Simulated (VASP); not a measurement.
A run of VASP 6.6.1 is set up as follows.

File POSCAR:

```
Sc
1.0
   -0.0408726455      2.4568505442      2.5307944206
    2.2966710113      0.0670814706      2.4228403046
    2.3296420143      2.3818674312      0.0341104676
Sc
1
Direct
    0.0000000000      0.0000000000      0.0000000000
```

INCAR.step1

```
ALGO = Normal
EDIFF = 1E-7
ENCUT = 520
GGA = PS
ISIF = 2
ISMEAR = 0
IVDW = 12
LASPH = T
LCHARG = T
LMAXMIX = 4
LREAL = F
LWAVE = F
NBANDS = 12
NELECT = 9.0
NELM = 60
PREC = Accurate
SIGMA = 0.1
```

The input KPOINTS.step1:

```
k-points
0
Gamma
  2 2 2
```

The input INCAR.step2:

```
ALGO = Normal
EDIFF = 1E-7
ENCUT = 520
GGA = PS
ICHARG = 11
ISIF = 2
ISMEAR = 0
IVDW = 12
LASPH = T
LCHARG = F
LMAXMIX = 4
LORBIT = 10
LREAL = F
LWAVE = F
NEDOS = 1001
NELECT = 9.0
NELM = 60
PREC = Accurate
SIGMA = 0.1
```

KPOINTS.step2

```
k-points
0
Gamma
  3 3 3
```

Potentials or basis: VASP PAW PBE potentials, release 64 (Sc_sv).

Launch:

```sh
$ cat potpaw_PBE.64/Sc_sv/POTCAR > POTCAR
$ cp INCAR.step1 INCAR
$ cp KPOINTS.step1 KPOINTS
$ mpirun -np 1 vasp_std > vasp.out
$ cp INCAR.step2 INCAR
$ cp KPOINTS.step2 KPOINTS
$ mpirun -np 1 vasp_std > vasp.out
```

Estimate the dispersion energy per atom.

-0.357 eV.

Caveat: the k points lie up to 1.17 Å⁻¹ apart; the cell carries a net charge on a neutralising background, which shifts energy and pressure; three body term missing.
